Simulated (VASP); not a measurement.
Runs of VASP 6.6.1 on Co. The structure is that of space group Fm-3m (No. 225), or close to it. The cells are those of the table. 

| task | cell | k mesh | cutoff (eV) | gap on the mesh (eV) | pressure (GPa) |
| --- | --- | --- | --- | --- | --- |
| single point | a = 2.378 Å, angles 60.0°, 1 atom | 18 × 18 × 18 | 520 | none | 11.5 |
| single point | a = 2.411 Å, angles 60.0°, 1 atom | 26 × 26 × 26 | 520 | none | -1.0 |
| single point | a = 2.345 Å, angles 60.0°, 1 atom | 18 × 18 × 18 | 520 | none | (a) |
| single point | a = 2.473 Å, angles 60.0°, 1 atom | 18 × 18 × 18 | 520 | none | -18.8 |
| relaxation of cell and atoms | relaxed from a = 2.502 Å, angles 60.0°, 1 atom | 15 × 15 × 15 | 600 | none | 0.0 |

Alike in all rows: level PBEsol; potentials or basis VASP PAW PBE potentials, release 64 (Co); no spin polarisation; smearing fermi-dirac 0.1 eV.

**Question.** Fill in the values left out.

**Answer.** (a) 27.4.

Caveats: the PAW data sets were made with another functional, which shifts forces and pressure a little; the run has no spin polarisation, though such a crystal can be magnetic.

A gap of «none» marks levels without a gap at the run's occupations.
